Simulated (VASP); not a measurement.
Crystal: Sb.

```xyz
1
Lattice="-1.8713 1.8713 1.8713 1.8713 -1.8713 1.8713 1.8713 1.8713 -1.8713" Properties=species:S:1:pos:R:3 pbc="T T T"
Sb    0.0000    0.0000    0.0000
```

This isn't the form of Sb at room conditions, which is rhombohedral.

* Program: VASP 6.6.1
* Task: relaxation of cell and atoms
* Functional: PBEsol-based global hybrid with 25 % exact exchange
* Potentials or basis: VASP PAW PBE potentials, release 64 (Sb_d_GW)
* Cutoff: 500 eV
* k mesh: 5 × 5 × 5
* Occupations: fermi-dirac, width 0.05 eV
* Spin: no spin polarisation

At the start: pressure -4.2 GPa; volume 26.21 Å³/atom.

Question: How do energy, volume and symmetry change on relaxing?

Answer: Over 3 steps the energy falls by 19.8 meV/atom and the volume is 24.78 Å³/atom (-5.5 %); space group Im-3m (No. 229, to 0.1 Å) before and after.

Step by step:
| step | energy change (eV) | largest force (eV/Å) | pressure (GPa) | volume (Å³) |
| --- | --- | --- | --- | --- |
| 1 | 0.0000 | 0.0000 | -4.16 | 26.21 |
| 2 | -0.0064 | 0.0000 | 4.27 | 23.72 |
| 3 | -0.0198 | 0.0000 | -0.02 | 24.78 |

Final structure:
```yaml
crystal:
  lattice:
    - [-1.83670, 1.83670, 1.83670]
    - [1.83670, -1.83670, 1.83670]
    - [1.83670, 1.83670, -1.83670]
  atoms:
    - { symbol: Sb, position: [0.00000, 0.00000, 0.00000] }
```

Caveat: the k points lie up to 0.48 Å⁻¹ apart in the final cell, too coarse for converged energies and pressures of a metal; the PAW data sets were made with another functional, which shifts forces and pressure a little; an odd number of electrons without spin polarisation forces a metal; a magnetic or distorted state may lie lower.
